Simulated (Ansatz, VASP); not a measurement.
**Ba2Tl5V3O12: VASP beside Ansatz**

The input INCAR:

```
PREC = Accurate ; ENCUT = 600
EDIFF = 1E-6 ; ISMEAR = -1
SIGMA = 0.05 ; LREAL = F
LASPH = T ; NELM = 200
ALGO = Normal ; ISIF = 2
LWAVE = F ; LCHARG = T
ISPIN = 2 ; MAGMOM = 0 0 2 2 2 0 0 0 0 0 0 0 0 0 0 0 0 0 0 0 0 0
LORBIT = 11 ; LMAXMIX = 4
LDAU = T ; LDAUTYPE = 2
LDAUL = -1 2 -1 -1 ; LDAUU = 0 8 0 0
LDAUJ = 0 0 0 0 ; LDAUPRINT = 1
GGA = PE ; LVHAR = T
NBANDS = 119 ; GGA_COMPAT = F
KPAR = 4
```

The input KPOINTS:

```
regular mesh
0
Gamma
  4 4 4
```

Contents of POSCAR:

```
Ba2Tl5V3O12
1.0
    4.2369800000      2.4462200000      6.1284000000
   -4.2369800000      2.4462200000      6.1284000000
    0.0000000000     -4.8924400000      6.1284000000
Ba V Tl O
2 3 5 12
Direct
    0.5000000000      0.5000000000      0.5000000000
    0.0000000000      0.0000000000      0.0000000000
    0.5000000000      0.5000000000      0.0000000000
    0.0000000000      0.5000000000      0.5000000000
    0.5000000000      0.0000000000      0.5000000000
    0.0000000000      0.0000000000      0.5000000000
    0.5000000000      0.0000000000      0.0000000000
    0.0000000000      0.5000000000      0.0000000000
    0.7404500000      0.7404500000      0.7404500000
    0.2595500000      0.2595500000      0.2595500000
    0.7165200000      0.0808900000      0.4124200000
    0.4124200000      0.7165200000      0.0808900000
    0.0808900000      0.4124200000      0.7165200000
    0.5875700000      0.9191100000      0.2834800000
    0.9191100000      0.2834800000      0.5875700000
    0.2834800000      0.5875700000      0.9191100000
    0.2834800000      0.9191100000      0.5875700000
    0.5875700000      0.2834800000      0.9191100000
    0.9191100000      0.5875700000      0.2834800000
    0.4124200000      0.0808900000      0.7165200000
    0.0808900000      0.7165200000      0.4124200000
    0.7165200000      0.4124200000      0.0808900000
```

Contents of input.yaml:

```yaml
crystal:
  lattice:
    - [4.23698, 2.44622, 6.1284]
    - [-4.23698, 2.44622, 6.1284]
    - [0.0, -4.89244, 6.1284]
  atoms:
    - { symbol: Ba, position: [0.5, 0.5, 0.5] }
    - { symbol: Ba, position: [0.0, 0.0, 0.0] }
    - { symbol: V, position: [0.5, 0.5, 0.0], spin: 2.0 }
    - { symbol: V, position: [0.0, 0.5, 0.5], spin: 2.0 }
    - { symbol: V, position: [0.5, 0.0, 0.5], spin: 2.0 }
    - { symbol: Tl, position: [0.0, 0.0, 0.5] }
    - { symbol: Tl, position: [0.5, 0.0, 0.0] }
    - { symbol: Tl, position: [0.0, 0.5, 0.0] }
    - { symbol: Tl, position: [0.74045, 0.74045, 0.74045] }
    - { symbol: Tl, position: [0.25955, 0.25955, 0.25955] }
    - { symbol: O, position: [0.71652, 0.08089, 0.41242] }
    - { symbol: O, position: [0.41242, 0.71652, 0.08089] }
    - { symbol: O, position: [0.08089, 0.41242, 0.71652] }
    - { symbol: O, position: [0.58757, 0.91911, 0.28348] }
    - { symbol: O, position: [0.91911, 0.28348, 0.58757] }
    - { symbol: O, position: [0.28348, 0.58757, 0.91911] }
    - { symbol: O, position: [0.28348, 0.91911, 0.58757] }
    - { symbol: O, position: [0.58757, 0.28348, 0.91911] }
    - { symbol: O, position: [0.91911, 0.58757, 0.28348] }
    - { symbol: O, position: [0.41242, 0.08089, 0.71652] }
    - { symbol: O, position: [0.08089, 0.71652, 0.41242] }
    - { symbol: O, position: [0.71652, 0.41242, 0.08089] }
hamiltonian:
  xc: pbe
  pseudopotentials: { kind: paw }
  hubbard: { sites: [{ species: V, l: d, u_eff: 8.0 }] }
magnetization:
  spin_polarized: true
kpoints:
  mp_grid: { grid: [4, 4, 4] }
scf:
  occupations: { method: fermi_dirac, width: 0.05 }
  n_extra_bands: 55
output:
  forces: true
  stress: true
  eigenvalues: true
  dos: { projected: true, de: 0.05, nscf_kmesh: { grid: [6, 6, 6] } }
```

Alike in both runs: functional PBE; k mesh 4 × 4 × 4; occupations fermi-dirac, width 0.05 eV; collinear spin; Hubbard terms V d U = 8.0 eV.

|  | VASP | Ansatz |
| --- | --- | --- |
| version | VASP 6.6.1 | Ansatz 0.2.0 |
| potentials or method | VASP PAW PBE potentials, release 64 (Ba_sv, V_sv, Tl_d, O) | Ansatz PAW |
| plane-wave cutoff (eV) | 600 | 420 |
| valence electrons in the cell | 196 | 196 |
| task | single point | projected density of states |

Ansatz gave:

- gap on the k mesh at the Fermi level (eV): none
- pressure (GPa): 5.1
- traceless stress, the component that is largest in VASP (GPa): 1.62
- rms of the force components (eV/Å): 0.945
- net moment per atom (μB): 0.09
- size of the moment on the site where the two differ most (μB): 1.15

Estimate VASP's values.

gap on the k mesh at the Fermi level (eV): none; pressure (GPa): 4.5; traceless stress, the component that is largest in VASP (GPa): 1.41; rms of the force components (eV/Å): 0.595; net moment per atom (μB): 0.07; size of the moment on the site where the two differ most (μB): 0.90.

Site moments also hang on the region over which each program counts them. The programs project onto different local orbitals, so the same U acts differently, and such runs can settle in different states. Atom by atom the forces differ by 0.360 eV/Å (rms over components). A gap of «none» marks a metal or a gap that the smearing closes.

Neither program's run includes spin-orbit coupling. Noted on Ansatz's run: the magnetic or orbital state may not be the lowest.
